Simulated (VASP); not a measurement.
Input of a VASP 6.6.1 run:

INCAR

```
SYSTEM = Ir
PREC = Accurate
ENCUT = 500
EDIFF = 1E-6
ISMEAR = 0
SIGMA = 0.15
LREAL = .False.
LASPH = .True.
NELM = 120
ALGO = Normal
ISIF = 2
LWAVE = .False.
LCHARG = .True.
GGA = CA
LELF = .True.
LVHAR = .True.
NBANDS = 14
GGA_COMPAT = .False.
```

File KPOINTS:

```
regular mesh
0
Gamma
  22 22 22
  0 0 0
```

The input POSCAR:

```
Ir
1.0
    0.0000000000      1.9510933528      1.6718918941
    1.9510933528      0.0000000000      1.6718918941
    1.9510933528      1.9510933528      0.0000000000
Ir
1
Direct
    0.0000000000      0.0000000000      0.0000000000
```

Potentials or basis: VASP PAW LDA potentials, release 64 (Ir_sv_GW).

Run with:

```bash
$ cat potpaw_LDA.64/Ir_sv_GW/POTCAR > POTCAR
$ mpirun -np 1 vasp_std > vasp.out
```

(1) What does it give for the pressure?

## Answers

(1) 45.4 GPa.
